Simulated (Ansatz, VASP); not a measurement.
**Two plane-wave programs on SnSe2**

INCAR

```
SYSTEM = SnSe2
ALGO = Normal ; EDIFF = 1E-6
ENCUT = 520 ; GGA = PE
ISIF = 2 ; ISMEAR = 0
LASPH = .TRUE. ; LCHARG = .FALSE.
LREAL = .FALSE. ; LWAVE = .FALSE.
NBANDS = 20 ; NELM = 80
PREC = Accurate ; SIGMA = 0.05
```

The input KPOINTS:

```
k-points
0
G
  12 12 4
  0 0 0
```

Contents of POSCAR:

```
SnSe2
1.0
    3.9878992217      0.0000000000      0.0000000000
   -1.9939496109      3.4536220337      0.0000000000
    0.0000000000      0.0000000000      6.9880221146
Sn Se
1 2
Direct
    0.0000000000      0.0000000000      0.0000000000
    0.3333333333      0.6666666667      0.2281493097
    0.6666666667      0.3333333333      0.7718506903
```

Input for Ansatz:

```yaml
crystal:
  lattice:
    - [3.9878992217, 0.0, 0.0]
    - [-1.9939496109, 3.4536220337, 0.0]
    - [0.0, 0.0, 6.9880221146]
  atoms:
    - { symbol: Sn, position: [0.0, 0.0, 0.0] }
    - { symbol: Se, position: [0.3333333333, 0.6666666667, 0.2281493097] }
    - { symbol: Se, position: [0.6666666667, 0.3333333333, 0.7718506903] }
basis:
  ecutwfc: 420
kpoints:
  mp_grid: { grid: [12, 12, 4] }
hamiltonian:
  xc: pbe
scf:
  occupations: { method: gaussian, width: 0.05 }
output:
  forces: true
  stress: true
  eigenvalues: true
  write_density: true
  write_potential: true
  elf: true
  volumetric_format: npy
```

Change from the starting cell: strain +0.0300 x Voigt [1, 1, 0, 0, 0, 0], atoms carried along.

Alike in both runs: task single point; functional PBE; k mesh 12 × 12 × 4; occupations gaussian, width 0.05 eV; no spin polarisation.

|  | VASP | Ansatz |
| --- | --- | --- |
| version | VASP 6.6.1 | Ansatz 0.2.0 |
| potentials or method | VASP PAW PBE potentials, release 64 (Sn_d, Se), cutoff 520 eV | scalar-relativistic, plane waves, PAW |
| valence electrons in the cell | 26 | 46 |

|  | VASP | Ansatz | Ansatz less VASP |
| --- | --- | --- | --- |
| gap on the k mesh at the Fermi level (eV) | 0.72 | 0.72 | +0.002 |
| least direct gap on the mesh (eV) | 0.99 | 0.99 | +0.005 |
| pressure (GPa) | -2.7 | -2.7 | -0.04 |
| traceless stress, the component that is largest in VASP (GPa) | 1.12 | 1.12 | -0.002 |
| rms of the force components (eV/Å) | 0.130 | 0.134 | +0.0044 |

Atom by atom the forces differ by 0.004 eV/Å (rms over components). The functional is the same, so the differences come from potentials, cutoffs and numerics. VASP's potentials hold 26 valence electrons a cell and Ansatz's 46, so a difference there can come from the potentials and not from the codes.
